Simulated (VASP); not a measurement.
# BeCd3S4 (P-43m) in VASP: single point with PBE

Aim: the single point of BeCd3S4 with PBE.

All numbers are computed with VASP 6.6.1; they aren't measurements. Logs are shortened: lines on timing, memory, paths and dates and some standing lists are left out, and cuts for length are marked.

### 1 The cell of the first run

The structure is cubic, space group P-43m (No. 215). Conventional cell: a = 5.616 Å, b = 5.616 Å, c = 5.616 Å, α = 90.00°, β = 90.00°, γ = 90.00°. Be (site symmetry -43m) has 4 S at 2.16 Å within 2.9 Å. S (site symmetry 3m) has 1 Be at 2.16 Å and 3 Cd at 2.54 Å within 2.9 Å. Cd (site symmetry -42m) has 4 S at 2.54 Å within 3.3 Å.

### 2 Single point, PBE, non-collinear spin, zero start, spin-orbit coupling

The input, INCAR:

```
PREC = Accurate
ENCUT = 520
EDIFF = 1E-6
ISMEAR = 0
SIGMA = 0.01
LREAL = False
LASPH = True
NELM = 150
ALGO = Normal
ISIF = 2
LWAVE = False
LCHARG = False
MAGMOM = 0 0 0 0 0 0 0 0 0 0 0 0 0 0 0 0 0 0 0 0 0 0 0 0
LORBIT = 11
LSORBIT = True
GGA_COMPAT = False
LORBMOM = True
GGA = PE
NBANDS = 80
```

The input, KPOINTS:

```
regular mesh
0
Gamma
  4 4 4
```

The input, POSCAR:

```
BeCd3S4
1.0
    5.6160230936      0.0000000000      0.0000000000
    0.0000000000      5.6160230936      0.0000000000
    0.0000000000      0.0000000000      5.6160230936
Be S Cd
1 4 3
Direct
    0.0000000000      0.0000000000      0.0000000000
    0.2216284537      0.2216284537      0.2216284537
    0.7783715463      0.7783715463      0.2216284537
    0.7783715463      0.2216284537      0.7783715463
    0.2216284537      0.7783715463      0.7783715463
    0.5000000000      0.5000000000      0.0000000000
    0.5000000000      0.0000000000      0.5000000000
    0.0000000000      0.5000000000      0.5000000000
```

Potentials or basis: VASP PAW PBE potentials, release 64 (Be, S, Cd).

Started as:

```sh
$ cat potpaw_PBE.64/Be/POTCAR potpaw_PBE.64/S/POTCAR potpaw_PBE.64/Cd/POTCAR > POTCAR
$ mpirun -np 1 vasp_ncl > vasp.out
```

OUTCAR:

```text
PREC = Accurate
   ENCUT = 520
   EDIFF = 1E-6
   ISMEAR = 0
   LREAL = False
   LASPH = True
   NELM = 150
   ISIF = 2
   LORBIT = 11
   LSORBIT = True
   GGA = PE

 ion  position               nearest neighbor table
   1  0.000  0.000  0.000-   2 2.16   3 2.16   4 2.16   5 2.16
   2  0.222  0.222  0.222-   1 2.16   6 2.54   7 2.54   8 2.54
   3  0.778  0.778  0.222-   1 2.16   6 2.54   7 2.54   8 2.54
   4  0.778  0.222  0.778-   1 2.16   6 2.54   7 2.54   8 2.54
   5  0.222  0.778  0.778-   1 2.16   6 2.54   7 2.54   8 2.54
   6  0.500  0.500  0.000-   2 2.54   3 2.54   4 2.54   5 2.54
   7  0.500  0.000  0.500-   2 2.54   3 2.54   4 2.54   5 2.54
   8  0.000  0.500  0.500-   2 2.54   3 2.54   4 2.54   5 2.54

  LATTYP: Found a simple cubic cell.
 ALAT       =     5.6160230936

  Lattice vectors:

 A1 = (   5.6160230936,   0.0000000000,   0.0000000000)
 A2 = (   0.0000000000,   5.6160230936,   0.0000000000)
 A3 = (   0.0000000000,   0.0000000000,   5.6160230936)

Analysis of symmetry for initial positions (statically):
=====================================================================
 Subroutine PRICEL returns:
 Original cell was already a primitive cell.

 Routine SETGRP: Setting up the symmetry group for a
 simple cubic supercell.

 Subroutine GETGRP returns: Found 24 space group operations
 (whereof 24 operations were pure point group operations)
 out of a pool of 48 trial point group operations.

The static configuration has the point symmetry T_d .

Analysis of symmetry for dynamics (positions and initial velocities):
=====================================================================
 Subroutine PRICEL returns:
 Original cell was already a primitive cell.

 Routine SETGRP: Setting up the symmetry group for a
 simple cubic supercell.

 Subroutine GETGRP returns: Found 24 space group operations
 (whereof 24 operations were pure point group operations)
 out of a pool of 48 trial point group operations.

The dynamic configuration has the point symmetry T_d .

Analysis of structural, dynamic, and magnetic symmetry:
=====================================================================
 Subroutine PRICEL returns:
 Original cell was already a primitive cell.

 Routine SETGRP: Setting up the symmetry group for a
 simple cubic supercell.

 Subroutine GETGRP returns: Found 24 space group operations
 (whereof 24 operations were pure point group operations)
 out of a pool of 48 trial point group operations.

The overall configuration has the point symmetry T_d .

 Subroutine INISYM returns: Found 24 space group operations
 (whereof 24 operations are pure point group operations),
 and found     1 'primitive' translations

----------------------------------------------------------------------------------------

                                     Primitive cell

  volume of cell :     177.1278

  direct lattice vectors                    reciprocal lattice vectors
     5.616023094  0.000000000  0.000000000     0.178061946  0.000000000  0.000000000
     0.000000000  5.616023094  0.000000000     0.000000000  0.178061946  0.000000000
     0.000000000  0.000000000  5.616023094     0.000000000  0.000000000  0.178061946

  length of vectors
     5.616023094  5.616023094  5.616023094     0.178061946  0.178061946  0.178061946

  position of ions in fractional coordinates (direct lattice)
     0.000000000  0.000000000  0.000000000
     0.221628454  0.221628454  0.221628454
     0.778371546  0.778371546  0.221628454
     0.778371546  0.221628454  0.778371546
     0.221628454  0.778371546  0.778371546
     0.500000000  0.500000000  0.000000000
     0.500000000  0.000000000  0.500000000
     0.000000000  0.500000000  0.500000000

  ion indices of the primitive-cell ions
   primitive index   ion index
                 1           1
                 2           2
                 3           3
                 4           4
                 5           5
                 6           6
                 7           7
                 8           8

[... 972 lines left out ...]
  Total        1.6729459      1.6729459      1.6729459      0.0000000     -0.0000000      0.0000000
  in kB       15.1323307     15.1323307     15.1323307      0.0000000     -0.0000000      0.0000000
  external PRESSURE =      15.1323307 kB  Pullay stress =       0.0000000 kB

 VOLUME and BASIS-vectors are now :
 -----------------------------------------------------------------------------
  energy-cutoff  :      520.00
  volume of cell :      177.13
      direct lattice vectors                 reciprocal lattice vectors
     5.616023094  0.000000000  0.000000000     0.178061946  0.000000000  0.000000000
     0.000000000  5.616023094  0.000000000     0.000000000  0.178061946  0.000000000
     0.000000000  0.000000000  5.616023094     0.000000000  0.000000000  0.178061946

 POSITION                                       TOTAL-FORCE (eV/Angst)
 -----------------------------------------------------------------------------------
      0.00000      0.00000      0.00000        -0.000000     -0.000000      0.000000
      1.24467      1.24467      1.24467        -0.081445     -0.081445     -0.081445
      4.37135      4.37135      1.24467         0.081445      0.081445     -0.081445
      4.37135      1.24467      4.37135         0.081445     -0.081445      0.081445
      1.24467      4.37135      4.37135        -0.081445      0.081445      0.081445
      2.80801      2.80801      0.00000        -0.000000     -0.000000      0.000000
      2.80801      0.00000      2.80801        -0.000000     -0.000000     -0.000000
      0.00000      2.80801      2.80801        -0.000000     -0.000000     -0.000000
 -----------------------------------------------------------------------------------
    total drift:                               -0.000000     -0.000000     -0.000000

  FREE ENERGIE OF THE ION-ELECTRON SYSTEM (eV)
  ---------------------------------------------------
  free  energy   TOTEN  =       -28.1060195159 eV

  energy  without entropy=      -28.1060195159  energy(sigma->0) =      -28.10601952

 orbital moment (x)

 # of ion     p       d       tot
 ----------------------------------------
  1        -0.000   0.000  -0.000
  2         0.000   0.000   0.000
  3         0.000   0.000   0.000
  4         0.000   0.000   0.000
  5         0.000   0.000   0.000
  6        -0.000   0.000   0.000
  7         0.000  -0.000  -0.000
  8        -0.000   0.000   0.000
 ----------------------------------------
           -0.000   0.000   0.000

 orbital moment (y)

 # of ion     p       d       tot
 ----------------------------------------
  1        -0.000   0.000  -0.000
  2         0.000   0.000   0.000
  3        -0.000   0.000  -0.000
  4         0.000   0.000   0.000
  5         0.000   0.000   0.000
  6         0.000   0.000   0.000
  7         0.000   0.000   0.000
  8         0.000   0.000   0.000
 ----------------------------------------
           -0.000   0.000   0.000

 orbital moment (z)

 # of ion     p       d       tot
 ----------------------------------------
  1        -0.000   0.000  -0.000
  2         0.000   0.000   0.000
  3         0.000   0.000   0.000
  4         0.000   0.000   0.000
  5         0.000   0.000   0.000
  6         0.000   0.000   0.000
  7         0.000   0.000   0.000
  8         0.000   0.000   0.000
 ----------------------------------------
           -0.000   0.000  -0.000

 Spin-Orbit-Coupling matrix elements

 Ion:    1  E_soc:     -0.0000011
 l=   1
     0.0000000    -0.0000002    -0.0000002
    -0.0000002     0.0000000    -0.0000002
    -0.0000002    -0.0000002     0.0000000
 l=   2
     0.0000000     0.0000000     0.0000000     0.0000000     0.0000000
     0.0000000     0.0000000     0.0000000     0.0000000     0.0000000
     0.0000000     0.0000000     0.0000000     0.0000000     0.0000000
     0.0000000     0.0000000     0.0000000     0.0000000     0.0000000
     0.0000000     0.0000000     0.0000000     0.0000000     0.0000000
 l=   3
     0.0000000     0.0000000     0.0000000     0.0000000     0.0000000     0.0000000     0.0000000
     0.0000000     0.0000000     0.0000000     0.0000000     0.0000000     0.0000000     0.0000000
     0.0000000     0.0000000     0.0000000     0.0000000     0.0000000     0.0000000     0.0000000
     0.0000000     0.0000000     0.0000000     0.0000000     0.0000000     0.0000000     0.0000000
[... 129 lines left out ...]
 l=   2
     0.0000000    -0.0014410     0.0000000    -0.0014298    -0.0055957
    -0.0014410     0.0000000    -0.0041670    -0.0014410    -0.0013890
     0.0000000    -0.0041670     0.0000000    -0.0041917     0.0000000
    -0.0014298    -0.0014410    -0.0041917     0.0000000    -0.0014039
    -0.0055957    -0.0013890     0.0000000    -0.0014039     0.0000000
 l=   3
     0.0000000     0.0000000     0.0000000     0.0000000     0.0000000     0.0000000     0.0000000
     0.0000000     0.0000000     0.0000000     0.0000000     0.0000000     0.0000000     0.0000000
     0.0000000     0.0000000     0.0000000     0.0000000     0.0000000     0.0000000     0.0000000
     0.0000000     0.0000000     0.0000000     0.0000000     0.0000000     0.0000000     0.0000000
     0.0000000     0.0000000     0.0000000     0.0000000     0.0000000     0.0000000     0.0000000
     0.0000000     0.0000000     0.0000000     0.0000000     0.0000000     0.0000000     0.0000000
     0.0000000     0.0000000     0.0000000     0.0000000     0.0000000     0.0000000     0.0000000

 total charge

# of ion       s       p       d       tot
------------------------------------------
    1        0.359   0.556   0.000   0.915
    2        1.319   2.421   0.000   3.741
    3        1.319   2.421   0.000   3.741
    4        1.319   2.421   0.000   3.741
    5        1.319   2.421   0.000   3.741
    6        0.428   0.324   9.562  10.315
    7        0.428   0.324   9.562  10.315
    8        0.428   0.324   9.562  10.315
--------------------------------------------------
tot          6.922  11.213  28.687  46.822

 magnetization (x)

# of ion       s       p       d       tot
------------------------------------------
    1        0.000   0.000   0.000   0.000
    2        0.000   0.000   0.000   0.000
    3       -0.000   0.000   0.000   0.000
    4       -0.000   0.000   0.000  -0.000
    5       -0.000   0.000   0.000   0.000
    6        0.000  -0.000   0.000  -0.000
    7       -0.000   0.000   0.000   0.000
    8       -0.000   0.000   0.000   0.000
--------------------------------------------------
tot         -0.000   0.000   0.000   0.000

 magnetization (y)

# of ion       s       p       d       tot
------------------------------------------
    1        0.000   0.000   0.000   0.000
    2        0.000   0.000   0.000   0.000
    3        0.000   0.000   0.000   0.000
    4        0.000   0.000   0.000   0.000
    5        0.000  -0.000   0.000  -0.000
    6        0.000   0.000   0.000   0.000
    7        0.000   0.000   0.000   0.000
    8       -0.000  -0.000  -0.000  -0.000
--------------------------------------------------
tot          0.000  -0.000   0.000  -0.000

 magnetization (z)

# of ion       s       p       d       tot
------------------------------------------
    1       -0.000  -0.000   0.000  -0.000
    2       -0.000  -0.000   0.000  -0.000
    3        0.000  -0.000   0.000  -0.000
    4       -0.000  -0.000   0.000  -0.000
    5        0.000  -0.000   0.000  -0.000
    6       -0.000  -0.000   0.000  -0.000
    7        0.000  -0.000  -0.000  -0.000
    8        0.000   0.000  -0.000   0.000
--------------------------------------------------
tot          0.000  -0.000   0.000  -0.000
```

Wall time 7.2 min (1 thread of Intel Xeon Platinum 8259CL at 2.50GHz (Skylake/Cascade Lake), shared host); peak memory 0.64 GiB.

What came out:

* Free energy: -28.1060 eV
* Pressure: 1.5 GPa
* Largest force: 0.141 eV/Å
* Net moment: 0.00 μB per cell
* Valence electrons inside the program's atomic spheres: Be 0.92; S 3.74; Cd 10.31

Forces in eV/Å, atoms in the order of the input:
```
Be   0.000  0.000  0.000
S   -0.081 -0.081 -0.081
S    0.081  0.081 -0.081
S    0.081 -0.081  0.081
S   -0.081  0.081  0.081
Cd   0.000  0.000  0.000
Cd   0.000  0.000  0.000
Cd   0.000  0.000  0.000
```

Moments on the atoms (μB; x, y, z):
```
Be  0.00 0.00 0.00
S   0.00 0.00 0.00
S   0.00 0.00 0.00
S   0.00 0.00 0.00
S   0.00 0.00 0.00
Cd  0.00 0.00 0.00
Cd  0.00 0.00 0.00
Cd  0.00 0.00 0.00
```
